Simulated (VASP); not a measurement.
# Be2Se (P-4m2) in VASP: further runs, part 2 of 2

VASP 6.6.1. Earlier steps stand in the parts before.

## Step 4: Single point, PBE

This run uses another cell than the first one, of 15.07 Å³/atom, 1.087 times its volume.

File INCAR:

```
SYSTEM = Be2Se
PREC = Accurate
ENCUT = 520
EDIFF = 1E-7
ISMEAR = 0
SIGMA = 0.1
LREAL = .False.
LASPH = .True.
NELM = 80
ALGO = Normal
ISIF = 2
LWAVE = .False.
LCHARG = .True.
GGA = PE
LELF = .True.
LVHAR = .True.
NBANDS = 25
```

File KPOINTS:

```
Automatic mesh
0
Gamma
  10 10 4
  0 0 0
```

File POSCAR:

```
Be2Se
1.0
    3.4622703325      0.0000000000      0.0000000000
    0.0000000000      3.4622703325      0.0000000000
    0.0000000000      0.0000000000     11.3165316711
Be Se
6 3
Direct
    0.5000000000      0.0000000000      0.6427227923
    0.0000000000      0.0000000000      0.5000000000
    0.0000000000      0.5000000000      0.3572772077
    0.5000000000      0.5000000000      0.5000000000
    0.5000000000      0.0000000000      0.1189656036
    0.0000000000      0.5000000000      0.8810343964
    0.5000000000      0.5000000000      0.7610501945
    0.5000000000      0.5000000000      0.2389498055
    0.0000000000      0.0000000000      0.0000000000
```

Potentials or basis: VASP PAW PBE potentials, release 64 (Be, Se).

On the command line:

```
$ cat potpaw_PBE.64/Be/POTCAR potpaw_PBE.64/Se/POTCAR > POTCAR
$ mpirun -np 1 vasp_std > vasp.out
```

OUTCAR:

```text
SYSTEM = Be2Se
   PREC = Accurate
   ENCUT = 520
   EDIFF = 1E-7
   ISMEAR = 0
   LREAL = .False.
   LASPH = .True.
   NELM = 80
   ISIF = 2
   GGA = PE

 ion  position               nearest neighbor table
   1  0.500  0.000  0.643-   7 2.19   7 2.19   2 2.37   4 2.37   4 2.37   2 2.37
   2  0.000  0.000  0.500-   1 2.37   3 2.37   3 2.37   1 2.37
   3  0.000  0.500  0.357-   8 2.19   8 2.19   2 2.37   2 2.37   4 2.37   4 2.37
   4  0.500  0.500  0.500-   1 2.37   3 2.37   1 2.37   3 2.37
   5  0.500  0.000  0.119-   9 2.19   9 2.19   8 2.20   8 2.20
   6  0.000  0.500  0.881-   9 2.19   9 2.19   7 2.20   7 2.20
   7  0.500  0.500  0.761-   1 2.19   1 2.19   6 2.20   6 2.20
   8  0.500  0.500  0.239-   3 2.19   3 2.19   5 2.20   5 2.20
   9  0.000  0.000  0.000-   5 2.19   6 2.19   6 2.19   5 2.19

  LATTYP: Found a simple tetragonal cell.
 ALAT       =     3.4622703325
 C/A-ratio  =     3.2685291974

  Lattice vectors:

 A1 = (   3.4622703325,   0.0000000000,   0.0000000000)
 A2 = (   0.0000000000,   3.4622703325,   0.0000000000)
 A3 = (   0.0000000000,   0.0000000000,  11.3165316711)

Analysis of symmetry for initial positions (statically):
=====================================================================
 Subroutine PRICEL returns:
 Original cell was already a primitive cell.

 Routine SETGRP: Setting up the symmetry group for a
 simple tetragonal supercell.

 Subroutine GETGRP returns: Found  8 space group operations
 (whereof  8 operations were pure point group operations)
 out of a pool of 16 trial point group operations.

The static configuration has the point symmetry D_2d.

Analysis of symmetry for dynamics (positions and initial velocities):
=====================================================================
 Subroutine PRICEL returns:
 Original cell was already a primitive cell.

 Routine SETGRP: Setting up the symmetry group for a
 simple tetragonal supercell.

 Subroutine GETGRP returns: Found  8 space group operations
 (whereof  8 operations were pure point group operations)
 out of a pool of 16 trial point group operations.

The dynamic configuration has the point symmetry D_2d.

 Subroutine INISYM returns: Found  8 space group operations
 (whereof  8 operations are pure point group operations),
 and found     1 'primitive' translations

----------------------------------------------------------------------------------------

                                     Primitive cell

  volume of cell :     135.6548

  direct lattice vectors                    reciprocal lattice vectors
     3.462270333  0.000000000  0.000000000     0.288827822  0.000000000  0.000000000
     0.000000000  3.462270333  0.000000000     0.000000000  0.288827822  0.000000000
     0.000000000  0.000000000 11.316531671     0.000000000  0.000000000  0.088366297

  length of vectors
     3.462270333  3.462270333 11.316531671     0.288827822  0.288827822  0.088366297

  position of ions in fractional coordinates (direct lattice)
     0.500000000  0.000000000  0.642722792
     0.000000000  0.000000000  0.500000000
     0.000000000  0.500000000  0.357277208
     0.500000000  0.500000000  0.500000000
     0.500000000  0.000000000  0.118965604
     0.000000000  0.500000000  0.881034396
     0.500000000  0.500000000  0.761050195
     0.500000000  0.500000000  0.238949805
[... 44 lines left out ...]
  0.200000  0.000000  0.000000      4.000000
  0.300000  0.000000  0.000000      4.000000
  0.400000  0.000000  0.000000      4.000000
  0.500000  0.000000  0.000000      2.000000
[... 16 lines left out ...]
  0.100000  0.000000  0.250000      8.000000
  0.200000  0.000000  0.250000      8.000000
 [... further k-points ...]
   k-points           NKPTS =     63   k-points in BZ     NKDIM =     63   number of bands    NBANDS=     25
   number of dos      NEDOS =    301   number of ions     NIONS =      9
   total plane-waves  NPLWV =  65856
   dimension x,y,z NGX =    28 NGY =   28 NGZ =   84
   dimension x,y,z NGXF=    56 NGYF=   56 NGZF=  168
   ions per type =               6   3
   NGX,Y,Z   is equivalent  to a cutoff of  13.44, 13.44, 12.34 a.u.
   NGXF,Y,Z  is equivalent  to a cutoff of  26.89, 26.89, 24.68 a.u.
 SYSTEM =  Be2Se
   PREC   = accura    normal or accurate (medium, high low for compatibility)
   ISTART =      0    job   : 0-new  1-cont  2-samecut
   ICHARG =      2    charge: 1-file 2-atom 10-const
   ISPIN  =      1    spin polarized calculation?
   LNONCOLLINEAR =      F non collinear calculations
   LSORBIT =      F    spin-orbit coupling
   LASPH  =      T    aspherical Exc in radial PAW
   ENCUT  =  520.0 eV  38.22 Ry    6.18 a.u.   6.44  6.44 21.04*2*pi/ulx,y,z
   NELM   =     80;   NELMIN=  2; NELMDL= -5     # of ELM steps
   EDIFF  = 0.1E-06   stopping-criterion for ELM
   LREAL  =      F    real-space projection
   EDIFFG = 0.1E-05   stopping-criterion for IOM
   NSW    =      0    number of steps for IOM
   IBRION =     -1    ionic relax: 0-MD 1-quasi-New 2-CG
   NFREE  =      0    steps in history (QN), initial steepest desc. (CG)
   ISIF   =      2    stress and relaxation
   ISYM   =      2    0-nonsym 1-usesym 2-fastsym
   POTIM  = 0.5000    time-step for ionic-motion
   TEBEG  =    0.0;   TEEND  =   0.0 temperature during run
   PSTRESS=    0.0 pullay stress
   NELECT =      30.0000    total number of electrons
   NUPDOWN=      -1.0000    fix difference up-down
   EMIN   =  10.00;   EMAX   =-10.00  energy-range for DOS
   EFERMI =   0.00;   METHOD = LEGACY
   ISMEAR =     0;   SIGMA  =   0.10  broadening in eV -4-tet -1-fermi 0-gaus
   EFERMI_NEDOS =   21; number of points for ismear=-14 and -15
   IALGO  =     38    algorithm
   IMIX   =      4    mixing-type and parameters
     AMIX     =   0.40;   BMIX     =  1.00
     AMIX_MAG =   1.60;   BMIX_MAG =  1.00
  volume/ion in A,a.u.               =      15.07       101.72
  Fermi-wavevector in a.u.,A,eV,Ry     =   0.990004  1.870836 13.335170  0.980107
  Thomas-Fermi vector in A             =   2.121643
   LORBIT       =      0    0 simple, 1 ext, 2 COOP (PROOUT), +10 PAW based schemes
   GGA     = PE    functional components
   LHFCALC =     F    Hartree Fock is set to
   AEXX    =    0.0000 exact exchange contribution
   IVDW    =     0    specifies the selected vdW correction
   LEPSILON=     F    determine dielectric tensor
   LRPA    =     F    only Hartree local field effects (RPA)
 non-spin polarized calculation
 Gauss-broadening in eV      SIGMA  =   0.10
  energy-cutoff  :      520.00
  volume of cell :      135.65
 maximum number of plane-waves:      3692
 NGX is ok and might be reduce to    28
   NGX = 13   NGY = 13   NGZ = 43

 number of electron      30.0000000 magnetization

 Free energy of the ion-electron system (eV)
  ---------------------------------------------------
  ext. energy  EPLUGINS =         0.00000000
  ---------------------------------------------------
  free energy    TOTEN  =       -34.27937743 eV

  energy without entropy =      -34.26451278  energy(sigma->0) =      -34.27194511

 E-fermi :   4.1926     XC(G=0):  -9.4716

 val. band max:        4.1897000188   @ k =   0.2000   0.2000   0.0000
 cond. band min:       4.1927637989   @ k =   0.2000   0.0000   0.5000
 fundamental gap:      0.0030637801
 Fermi energy:         4.1925631214

 k-point     1 :       0.0000    0.0000    0.0000
  band No.  band energies     occupation
      1     -10.7066      2.00000
      2     -10.1688      2.00000
      3      -9.5442      2.00000
      4      -3.2641      2.00000
      5      -2.3087      2.00000
      6       0.5256      2.00000
[... 661 lines left out ...]
     24      10.2205      0.00000
     25      10.2788      0.00000

 [... further k-points ...]
[... 5 lines left out ...]
  --------------------------------------------------------------------------------------
  -------------------------------------------------------------------------------------
  Total        0.1737665      0.1737665      0.1272841      0.0000000      0.0000000      0.0000000
  in kB        2.0523018      2.0523018      1.5033127      0.0000000      0.0000000      0.0000000
  external PRESSURE =       1.8693055 kB  Pullay stress =       0.0000000 kB

 VOLUME and BASIS-vectors are now :
 -----------------------------------------------------------------------------
  energy-cutoff  :      520.00
  volume of cell :      135.65
      direct lattice vectors                 reciprocal lattice vectors
     3.462270333  0.000000000  0.000000000     0.288827822  0.000000000  0.000000000
     0.000000000  3.462270333  0.000000000     0.000000000  0.288827822  0.000000000
     0.000000000  0.000000000 11.316531671     0.000000000  0.000000000  0.088366297

 POSITION                                       TOTAL-FORCE (eV/Angst)
 -----------------------------------------------------------------------------------
      1.73114      0.00000      7.27339        -0.000000      0.000000     -0.012679
      0.00000      0.00000      5.65827        -0.000000      0.000000      0.000000
      0.00000      1.73114      4.04314        -0.000000      0.000000      0.012679
      1.73114      1.73114      5.65827        -0.000000     -0.000000      0.000000
      1.73114      0.00000      1.34628        -0.000000      0.000000     -0.006455
      0.00000      1.73114      9.97025        -0.000000      0.000000      0.006455
      1.73114      1.73114      8.61245        -0.000000     -0.000000     -0.003631
      1.73114      1.73114      2.70408        -0.000000     -0.000000      0.003631
      0.00000      0.00000      0.00000         0.000000      0.000000      0.000000
 -----------------------------------------------------------------------------------
    total drift:                               -0.000000      0.000000     -0.000000

  FREE ENERGIE OF THE ION-ELECTRON SYSTEM (eV)
  ---------------------------------------------------
  free  energy   TOTEN  =       -34.2793774310 eV

  energy  without entropy=      -34.2645127845  energy(sigma->0) =      -34.27194511
```

It took 5.1 min on 1 thread of AMD EPYC 7R13, shared host; peak memory 0.32 GiB.

What came out:

```
Free energy            : -34.2794 eV
Pressure               : 0.2 GPa
Largest force          : 0.013 eV/Å
Band gap on the k mesh : zero (band 15 reaches 5.50 eV, above the bottom of band 16 at 3.81 eV)
```

Forces in eV/Å, atoms in the order of the input:
```
Be   0.000  0.000 -0.013
Be   0.000  0.000  0.000
Be   0.000  0.000  0.013
Be   0.000  0.000  0.000
Be   0.000  0.000 -0.006
Be   0.000  0.000  0.006
Se   0.000  0.000 -0.004
Se   0.000  0.000  0.004
Se   0.000  0.000  0.000
```

Levels at points of the mesh, in eV from the Fermi level:
```csv
k point,band 13,band 14,band 15,band 16,band 17,band 18
"(0.00, 0.00, 0.00)",-1.41,-0.25,1.31,1.31,2.37,2.99
"(0.50, 0.00, 0.00)",-1.64,-1.57,-0.17,1.28,3.49,3.50
"(0.50, 0.50, 0.00)",-2.84,-2.84,-1.69,-0.28,-0.17,2.27
"(0.00, 0.00, 0.50)",-1.29,-0.94,1.15,1.15,2.37,2.96
"(0.50, 0.00, 0.50)",-1.64,-1.58,-0.49,1.86,3.49,3.71
"(0.50, 0.50, 0.50)",-2.89,-2.89,-1.62,-0.38,0.16,1.37
```

## Step 5: Single point, PBE

This run uses another cell than the first one, of 15.08 Å³/atom, 1.088 times its volume.

File INCAR:

```
SYSTEM = Be2Se
PREC = Accurate
ENCUT = 520
EDIFF = 1E-6
ISMEAR = 0
SIGMA = 0.1
LREAL = .FALSE.
LASPH = .TRUE.
NELM = 80
ALGO = Normal
ISIF = 2
LWAVE = .FALSE.
LCHARG = .FALSE.
GGA = PE
NBANDS = 25
```

File KPOINTS:

```
Automatic mesh
0
G
  10 10 4
  0 0 0
```

File POSCAR:

```
Be2Se
1.0
    3.4634559737      0.0000000000      0.0000000000
    0.0000000000      3.4634559737      0.0000000000
    0.0000000000      0.0000000000     11.3129359452
Be Se
6 3
Direct
    0.5000000000      0.0000000000      0.6427818883
    0.0000000000      0.0000000000      0.5000000000
    0.0000000000      0.5000000000      0.3572181117
    0.5000000000      0.5000000000      0.5000000000
    0.5000000000      0.0000000000      0.1189012426
    0.0000000000      0.5000000000      0.8810987574
    0.5000000000      0.5000000000      0.7610861604
    0.5000000000      0.5000000000      0.2389138396
    0.0000000000      0.0000000000      0.0000000000
```

Potentials or basis: VASP PAW PBE potentials, release 64 (Be, Se).

On the command line:

```
$ cat potpaw_PBE.64/Be/POTCAR potpaw_PBE.64/Se/POTCAR > POTCAR
$ mpirun -np 1 vasp_std > vasp.out
```

OUTCAR:

```text
SYSTEM = Be2Se
   PREC = Accurate
   ENCUT = 520
   EDIFF = 1E-6
   ISMEAR = 0
   LREAL = .FALSE.
   LASPH = .TRUE.
   NELM = 80
   ISIF = 2
   GGA = PE

 ion  position               nearest neighbor table
   1  0.500  0.000  0.643-   7 2.19   7 2.19   2 2.37   4 2.37   4 2.37   2 2.37
   2  0.000  0.000  0.500-   1 2.37   3 2.37   3 2.37   1 2.37
   3  0.000  0.500  0.357-   8 2.19   8 2.19   2 2.37   2 2.37   4 2.37   4 2.37
   4  0.500  0.500  0.500-   1 2.37   3 2.37   1 2.37   3 2.37
   5  0.500  0.000  0.119-   9 2.19   9 2.19   8 2.20   8 2.20
   6  0.000  0.500  0.881-   9 2.19   9 2.19   7 2.20   7 2.20
   7  0.500  0.500  0.761-   1 2.19   1 2.19   6 2.20   6 2.20
   8  0.500  0.500  0.239-   3 2.19   3 2.19   5 2.20   5 2.20
   9  0.000  0.000  0.000-   5 2.19   6 2.19   6 2.19   5 2.19

  LATTYP: Found a simple tetragonal cell.
 ALAT       =     3.4634559737
 C/A-ratio  =     3.2663720951

  Lattice vectors:

 A1 = (   3.4634559737,   0.0000000000,   0.0000000000)
 A2 = (   0.0000000000,   3.4634559737,   0.0000000000)
 A3 = (   0.0000000000,   0.0000000000,  11.3129359452)

Analysis of symmetry for initial positions (statically):
=====================================================================
 Subroutine PRICEL returns:
 Original cell was already a primitive cell.

 Routine SETGRP: Setting up the symmetry group for a
 simple tetragonal supercell.

 Subroutine GETGRP returns: Found  8 space group operations
 (whereof  8 operations were pure point group operations)
 out of a pool of 16 trial point group operations.

The static configuration has the point symmetry D_2d.

Analysis of symmetry for dynamics (positions and initial velocities):
=====================================================================
 Subroutine PRICEL returns:
 Original cell was already a primitive cell.

 Routine SETGRP: Setting up the symmetry group for a
 simple tetragonal supercell.
[... 139 lines left out ...]
     AMIX_MAG =   1.60;   BMIX_MAG =  1.00
  volume/ion in A,a.u.               =      15.08       101.75
  Fermi-wavevector in a.u.,A,eV,Ry     =   0.989883  1.870607 13.331908  0.979868
  Thomas-Fermi vector in A             =   2.121513
   LORBIT       =      0    0 simple, 1 ext, 2 COOP (PROOUT), +10 PAW based schemes
   GGA     = PE    functional components
   LHFCALC =     F    Hartree Fock is set to
   AEXX    =    0.0000 exact exchange contribution
   IVDW    =     0    specifies the selected vdW correction
   LEPSILON=     F    determine dielectric tensor
   LRPA    =     F    only Hartree local field effects (RPA)
 non-spin polarized calculation
 Gauss-broadening in eV      SIGMA  =   0.10
  energy-cutoff  :      520.00
  volume of cell :      135.70
 maximum number of plane-waves:      3688
 NGX is ok and might be reduce to    28
   NGX = 13   NGY = 13   NGZ = 43

 number of electron      30.0000000 magnetization

 Free energy of the ion-electron system (eV)
  ---------------------------------------------------
  ext. energy  EPLUGINS =         0.00000000
  ---------------------------------------------------
  free energy    TOTEN  =       -34.27942427 eV

  energy without entropy =      -34.26452352  energy(sigma->0) =      -34.27197389

 E-fermi :   4.1924     XC(G=0):  -9.4701

 val. band max:        4.1901955762   @ k =   0.2000   0.2000   0.0000
 cond. band min:       4.1935883699   @ k =   0.2000   0.0000   0.5000
 fundamental gap:      0.0033927936
 Fermi energy:         4.1923662209

 k-point     1 :       0.0000    0.0000    0.0000
  band No.  band energies     occupation
      1     -10.7097      2.00000
      2     -10.1696      2.00000
      3      -9.5461      2.00000
      4      -3.2621      2.00000
      5      -2.3086      2.00000
      6       0.5272      2.00000
[... 661 lines left out ...]
     24      10.2152      0.00000
     25      10.2688      0.00000

 [... further k-points ...]
[... 5 lines left out ...]
  --------------------------------------------------------------------------------------
  -------------------------------------------------------------------------------------
  Total        0.1379651      0.1379651      0.1418345      0.0000000      0.0000000      0.0000000
  in kB        1.6288651      1.6288651      1.6745487      0.0000000      0.0000000      0.0000000
  external PRESSURE =       1.6440930 kB  Pullay stress =       0.0000000 kB

 VOLUME and BASIS-vectors are now :
 -----------------------------------------------------------------------------
  energy-cutoff  :      520.00
  volume of cell :      135.70
      direct lattice vectors                 reciprocal lattice vectors
     3.463455974  0.000000000  0.000000000     0.288728948  0.000000000  0.000000000
     0.000000000  3.463455974  0.000000000     0.000000000  0.288728948  0.000000000
     0.000000000  0.000000000 11.312935945     0.000000000  0.000000000  0.088394384

 POSITION                                       TOTAL-FORCE (eV/Angst)
 -----------------------------------------------------------------------------------
      1.73173      0.00000      7.27175         0.000000     -0.000000     -0.017305
      0.00000      0.00000      5.65647        -0.000000     -0.000000      0.000000
      0.00000      1.73173      4.04119        -0.000000     -0.000000      0.017305
      1.73173      1.73173      5.65647        -0.000000     -0.000000      0.000000
      1.73173      0.00000      1.34512         0.000000     -0.000000      0.000207
      0.00000      1.73173      9.96781        -0.000000     -0.000000     -0.000207
      1.73173      1.73173      8.61012        -0.000000      0.000000     -0.001381
      1.73173      1.73173      2.70282        -0.000000     -0.000000      0.001381
      0.00000      0.00000      0.00000        -0.000000     -0.000000      0.000000
 -----------------------------------------------------------------------------------
    total drift:                                0.000000      0.000000      0.000000

  FREE ENERGIE OF THE ION-ELECTRON SYSTEM (eV)
  ---------------------------------------------------
  free  energy   TOTEN  =       -34.2794242680 eV

  energy  without entropy=      -34.2645235189  energy(sigma->0) =      -34.27197389
```

Wall time 4.4 min (1 thread of AMD EPYC 7R13, shared host); peak memory 0.31 GiB.

What came out:

- Free energy: -34.2794 eV
- Pressure: 0.2 GPa
- Largest force: 0.017 eV/Å
- Band gap on the k mesh: zero (band 15 reaches 5.50 eV, above the bottom of band 16 at 3.81 eV)

Forces in eV/Å, atoms in the order of the input:
```
Be   0.000  0.000 -0.017
Be   0.000  0.000  0.000
Be   0.000  0.000  0.017
Be   0.000  0.000  0.000
Be   0.000  0.000  0.000
Be   0.000  0.000  0.000
Se   0.000  0.000 -0.001
Se   0.000  0.000  0.001
Se   0.000  0.000  0.000
```

## Step 6: Overview

```csv
task,cell,k mesh,cutoff (eV),smearing,gap on the mesh (eV),pressure (GPa),largest force (eV/Å)
relaxation of cell and atoms,"relaxed from a = 3.550, b = 3.550, c = 9.900 Å, 9 atoms",5 × 5 × 2,600,gaussian 0.2 eV,none,0.2,0.03
single point,"a = 3.427, b = 3.427, c = 11.202 Å, 9 atoms",10 × 10 × 4,520,gaussian 0.1 eV,none,2.5,0.02
single point,"a = 3.462, b = 3.462, c = 11.317 Å, 9 atoms",10 × 10 × 4,520,gaussian 0.1 eV,none,0.2,0.01
single point,"a = 3.463, b = 3.463, c = 11.313 Å, 9 atoms",10 × 10 × 4,520,gaussian 0.1 eV,none,0.2,0.02
```

Alike in all rows: level PBE; potentials or basis VASP PAW PBE potentials, release 64 (Be, Se); no spin polarisation.

Caveats: the relaxation stopped at a loose force limit of 0.08 eV/Å, so its end isn't a converged minimum (some runs).

Absolute energies hang on the potentials; compare differences alone.
